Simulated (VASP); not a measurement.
# Au (Fm-3m) in VASP: a series of runs

Au is run at these levels: r2SCAN+rVV10, PBE+D4, PBEsol+D3(BJ); tasks: single point, relaxation of cell and atoms.

Everything below comes from runs of VASP 6.6.1. Logs are shortened: lines on timing, memory, paths and dates and some standing lists are left out, and cuts for length are marked.

## 1. The cell of the first run

The structure is cubic, space group Fm-3m (No. 225). The conventional cell has a = 4.099 Å, b = 4.099 Å, c = 4.099 Å, α = 90.00°, β = 90.00°, γ = 90.00°. Within 3.8 Å of Au (site symmetry m-3m) lie 12 Au at 2.90 Å.

## 2. Single point, r2SCAN+rVV10

POSCAR

```
Au
1.0
    0.0000000000      2.0496025177      2.0496025177
    2.0496025177      0.0000000000      2.0496025177
    2.0496025177      2.0496025177      0.0000000000
Au
1
Direct
    0.0000000000      0.0000000000      0.0000000000
```

INCAR.step1

```
ALGO = Normal
EDIFF = 1E-4
ENCUT = 520
GGA = PE
ISMEAR = -1
LASPH = T
LCHARG = F
LREAL = F
LWAVE = T
NBANDS = 12
NELM = 80
PREC = Accurate
SIGMA = 0.05
```

INCAR.step2

```
ALGO = Normal
BPARAM = 11.95
CPARAM = 0.0093
EDIFF = 1E-6
ENCUT = 520
ISIF = 2
ISMEAR = -1
ISTART = 1
IVDW_NL = 2
LASPH = T
LCHARG = F
LMIXTAU = T
LREAL = F
LUSE_VDW = T
LWAVE = F
METAGGA = R2SCAN
NBANDS = 12
NELM = 80
PREC = Accurate
SIGMA = 0.05
```

KPOINTS

```
k-points
0
Gamma
  11 11 11
```

Potentials or basis: VASP PAW PBE potentials, release 64 (Au).

On the command line:

```bash
$ cat potpaw_PBE.64/Au/POTCAR > POTCAR
$ cp INCAR.step1 INCAR
$ mpirun -np 1 vasp_std > vasp.out
$ cp INCAR.step2 INCAR
$ mpirun -np 1 vasp_std > vasp.out
```

OUTCAR:

```text
BPARAM = 11.95
   EDIFF = 1E-6
   ENCUT = 520
   ISIF = 2
   ISMEAR = -1
   ISTART = 1
   IVDW_NL = 2
   LASPH = T
   LREAL = F
   METAGGA = R2SCAN
   NELM = 80
   PREC = Accurate

 ion  position               nearest neighbor table
   1  0.000  0.000  0.000-

  LATTYP: Found a face centered cubic cell.
 ALAT       =     4.0992050354

  Lattice vectors:

 A1 = (   0.0000000000,   2.0496025177,   2.0496025177)
 A2 = (   2.0496025177,   0.0000000000,   2.0496025177)
 A3 = (   2.0496025177,   2.0496025177,   0.0000000000)

Analysis of symmetry for initial positions (statically):
=====================================================================
 Subroutine PRICEL returns:
 Original cell was already a primitive cell.

 Routine SETGRP: Setting up the symmetry group for a
 face centered cubic supercell.

 Subroutine GETGRP returns: Found 48 space group operations
[... 9 lines left out ...]

 Routine SETGRP: Setting up the symmetry group for a
 face centered cubic supercell.

 Subroutine GETGRP returns: Found 48 space group operations
[... 11 lines left out ...]
                                     Primitive cell

  volume of cell :      17.2202

  direct lattice vectors                    reciprocal lattice vectors
     0.000000000  2.049602518  2.049602518    -0.243949739  0.243949739  0.243949739
     2.049602518  0.000000000  2.049602518     0.243949739 -0.243949739  0.243949739
     2.049602518  2.049602518  0.000000000     0.243949739  0.243949739 -0.243949739

  length of vectors
     2.898575678  2.898575678  2.898575678     0.422533343  0.422533343  0.422533343

  position of ions in fractional coordinates (direct lattice)
     0.000000000  0.000000000  0.000000000

  ion indices of the primitive-cell ions
   primitive index   ion index
                 1           1

----------------------------------------------------------------------------------------

 KPOINTS: k-points

Automatic generation of k-mesh.
 Grid dimensions read from file:
 generate k-points for:   11   11   11

 Generating k-lattice:

  Cartesian coordinates                     Fractional coordinates (reciprocal lattice)
    -0.022177249  0.022177249  0.022177249     0.090909091  0.000000000  0.000000000
     0.022177249 -0.022177249  0.022177249     0.000000000  0.090909091  0.000000000
     0.022177249  0.022177249 -0.022177249     0.000000000  0.000000000  0.090909091

  Length of vectors
[... 54 lines left out ...]
   NELM   =     80;   NELMIN=  2; NELMDL=  0     # of ELM steps
   EDIFF  = 0.1E-05   stopping-criterion for ELM
   LREAL  =      F    real-space projection
   EDIFFG = 0.1E-04   stopping-criterion for IOM
   NSW    =      0    number of steps for IOM
   IBRION =     -1    ionic relax: 0-MD 1-quasi-New 2-CG
   NFREE  =      0    steps in history (QN), initial steepest desc. (CG)
   ISIF   =      2    stress and relaxation
   ISYM   =      2    0-nonsym 1-usesym 2-fastsym
   POTIM  = 0.5000    time-step for ionic-motion
   TEBEG  =    0.0;   TEEND  =   0.0 temperature during run
   PSTRESS=    0.0 pullay stress
   NELECT =      11.0000    total number of electrons
   NUPDOWN=      -1.0000    fix difference up-down
   EMIN   =  10.00;   EMAX   =-10.00  energy-range for DOS
[... 5 lines left out ...]
     AMIX     =   0.40;   BMIX     =  1.00
     AMIX_MAG =   1.60;   BMIX_MAG =  1.00
  volume/ion in A,a.u.               =      17.22       116.21
  Fermi-wavevector in a.u.,A,eV,Ry     =   1.409914  2.664352 27.046459  1.987859
  Thomas-Fermi vector in A             =   2.531922
   LORBIT       =      0    0 simple, 1 ext, 2 COOP (PROOUT), +10 PAW based schemes
   METAGGA = R2SCAN    functional components
   LHFCALC =     F    Hartree Fock is set to
   AEXX    =    0.0000 exact exchange contribution
   IVDW_NL    =     2    kernel type
   BPARAM     =11.9500
   IVDW    =     0    specifies the selected vdW correction
   LEPSILON=     F    determine dielectric tensor
   LRPA    =     F    only Hartree local field effects (RPA)
 non-spin polarized calculation
  energy-cutoff  :      520.00
  volume of cell :       17.22
 maximum number of plane-waves:       483
 NGX is ok and might be reduce to    24
   NGX = 11   NGY = 11   NGZ = 11

 number of electron      11.0000000 magnetization

 Free energy of the ion-electron system (eV)
  ---------------------------------------------------
  ext. energy  EPLUGINS =         0.00000000
  ---------------------------------------------------
  free energy    TOTEN  =       -50.39524588 eV

  energy without entropy =      -50.39459030  energy(sigma->0) =      -50.39491809

 E-fermi :   9.2449     XC(G=0): -13.5889

 val. band max:        9.0572071259   @ k =   0.4545   0.3636   0.0000
 cond. band min:       9.3946766267   @ k =  -0.4545   0.0909   0.0000
 fundamental gap:      0.3374695008
 Fermi energy:         9.2448867308

 k-point     1 :       0.0000    0.0000    0.0000
  band No.  band energies     occupation
      1      -0.8621      2.00000
      2       4.2542      2.00000
      3       4.2542      2.00000
      4       4.2542      2.00000
      5       5.7616      2.00000
      6       5.7616      2.00000
      7      24.4457      0.00000
      8      28.4834      0.00000
      9      28.4834      0.00000
     10      28.4834      0.00000
     11      33.7185      0.00000
     12      38.0705      0.00000
[... 331 lines left out ...]
 k-point    24 :      -0.1818    0.1818    0.0000
  band No.  band energies     occupation
      1       1.7570      2.00000
      2       3.6529      2.00000
      3       4.4683      2.00000
      4       5.1387      2.00000
      5       5.1609      2.00000
      6       7.0160      2.00000
      7      21.0028      0.00000
      8      22.9319      0.00000
      9      27.6651      0.00000
     10      29.2194      0.00000
     11      31.7310      0.00000
     12      34.5192      0.00000

 [... further k-points ...]

------------------------ aborting loop because EDIFF is reached ----------------------------------------

  FORCE on cell =-STRESS in cart. coord.  units (eV):
  Direction    XX          YY          ZZ          XY          YZ          ZX
  --------------------------------------------------------------------------------------
  -------------------------------------------------------------------------------------
  Total        0.1371610      0.1371610      0.1371610      0.0000000      0.0000000     -0.0000000
  in kB       12.7615126     12.7615126     12.7615126      0.0000000      0.0000000     -0.0000000
  external PRESSURE =      12.7615126 kB  Pullay stress =       0.0000000 kB

 VOLUME and BASIS-vectors are now :
 -----------------------------------------------------------------------------
  energy-cutoff  :      520.00
  volume of cell :       17.22
      direct lattice vectors                 reciprocal lattice vectors
     0.000000000  2.049602518  2.049602518    -0.243949739  0.243949739  0.243949739
     2.049602518  0.000000000  2.049602518     0.243949739 -0.243949739  0.243949739
     2.049602518  2.049602518  0.000000000     0.243949739  0.243949739 -0.243949739

 POSITION                                       TOTAL-FORCE (eV/Angst)
 -----------------------------------------------------------------------------------
      0.00000      0.00000      0.00000        -0.000000      0.000000      0.000000
 -----------------------------------------------------------------------------------
    total drift:                               -0.000000      0.000000     -0.000000

  FREE ENERGIE OF THE ION-ELECTRON SYSTEM (eV)
  ---------------------------------------------------
  free  energy   TOTEN  =       -50.3952458772 eV

  energy  without entropy=      -50.3945903016  energy(sigma->0) =      -50.39491809
```

OSZICAR.step1:

```text
N       E                     dE             d eps       ncg     rms          rms(c)
DAV:   1     0.497760450837E+02    0.49776E+02   -0.55300E+03  1384   0.806E+02
DAV:   2    -0.282326151840E+01   -0.52599E+02   -0.50023E+02  1580   0.187E+02
DAV:   3    -0.347845093474E+01   -0.65519E+00   -0.65481E+00  1616   0.201E+01
DAV:   4    -0.348056599437E+01   -0.21151E-02   -0.21149E-02  1628   0.134E+00
DAV:   5    -0.348058156817E+01   -0.15574E-04   -0.15573E-04  1624   0.109E-01    0.907E+00
DAV:   6    -0.323572496123E+01    0.24486E+00   -0.65712E-01  1472   0.656E+00    0.578E+00
DAV:   7    -0.321756623564E+01    0.18159E-01   -0.62373E-02  1584   0.204E+00    0.274E+00
DAV:   8    -0.321545981929E+01    0.21064E-02   -0.14369E-03  1496   0.321E-01    0.242E-01
DAV:   9    -0.321544882055E+01    0.10999E-04   -0.79901E-06   988   0.254E-02
   1 F= -.32154488E+01 E0= -.32149018E+01  d E =-.109396E-02
```

Wall time 58 s (1 thread of Intel Xeon Platinum 8259CL at 2.50GHz (Skylake/Cascade Lake), shared host); peak memory 0.22 GiB.

What came out:

```
Free energy : -50.3952 eV
Pressure    : 1.3 GPa
```

Levels at points of the mesh, in eV from the Fermi level:
| k point | band 3 | band 4 | band 5 | band 6 | band 7 | band 8 | band 9 | band 10 |
| --- | --- | --- | --- | --- | --- | --- | --- | --- |
| (0.00, 0.00, 0.00) | -4.99 | -4.99 | -3.48 | -3.48 | 15.20 | 19.24 | 19.24 | 19.24 |

Caveat: the PAW data sets were made with another functional, which shifts forces and pressure a little; spin-orbit coupling is left out, which moves the levels of the heavy elements.

(Part 1 of 2 ends here.)
